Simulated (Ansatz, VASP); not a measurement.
One calculation of Pd, two programs

File POSCAR:

```
Pd
1.0
    0.0000000000      1.9558504376      1.9558504376
    1.9558504376      0.0000000000      1.9558504376
    1.9558504376      1.9558504376      0.0000000000
Pd
1
Direct
    0.0000000000      0.0000000000      0.0000000000
```

Contents of INCAR.step1:

```
ALGO = Normal
EDIFF = 1E-4
ENCUT = 520
GGA = PE
ISMEAR = -1
LASPH = True
LCHARG = False
LREAL = False
LWAVE = True
NBANDS = 11
NELM = 100
PREC = Accurate
SIGMA = 1.0
```

The input INCAR.step2:

```
ALGO = Normal
EDIFF = 1E-6
ENCUT = 520
ISIF = 2
ISMEAR = -1
ISTART = 1
LASPH = True
LCHARG = True
LELF = True
LMIXTAU = True
LREAL = False
LVHAR = True
LWAVE = False
METAGGA = R2SCAN
NBANDS = 11
NELM = 100
PREC = Accurate
SIGMA = 1.0
```

File KPOINTS:

```
k-points
0
Gamma
  14 14 14
```

Input for Ansatz:

```yaml
crystal:
  lattice:
    - [0.0, 1.9558504376, 1.9558504376]
    - [1.9558504376, 0.0, 1.9558504376]
    - [1.9558504376, 1.9558504376, 0.0]
  atoms:
    - { symbol: Pd, position: [0.0, 0.0, 0.0] }
hamiltonian:
  xc: r2scan
  pseudopotentials:
    kind: paw
    azcp:
      Pd: "pseudopotentials/Pd.paw.azcp"
basis:
  ecutwfc: 500
  fft_grid_basis: typed
kpoints:
  mp_grid: { grid: [14, 14, 14], shift: [0, 0, 0] }
magnetization:
  spin_polarized: false
scf:
  occupations: { method: fermi_dirac, width: 1.0 }
  lower_state_search: "off"
output:
  stress: true
```

Alike in both runs: task single point; functional r2SCAN; k mesh 14 × 14 × 14; occupations fermi-dirac, width 1 eV; no spin polarisation.

|  | VASP | Ansatz |
| --- | --- | --- |
| version | VASP 6.6.1 | Ansatz 0.2.0 |
| potentials or method | VASP PAW PBE potentials, release 64 (Pd), cutoff 520 eV | plane waves (500 eV) with PAW, scalar-relativistic |
| valence electrons in the cell | 10 | 18 |

VASP gave:

```
pressure (GPa) : 13.3
```

What did Ansatz give for the same quantities?

Pressure (GPa): 12.7.

VASP's potentials were made for PBE, not for r2SCAN. With one functional, cell and mesh, what is left measures potentials, basis and numerics. VASP's potentials hold 10 valence electrons a cell and Ansatz's 18, so a difference there can come from the potentials and not from the codes.
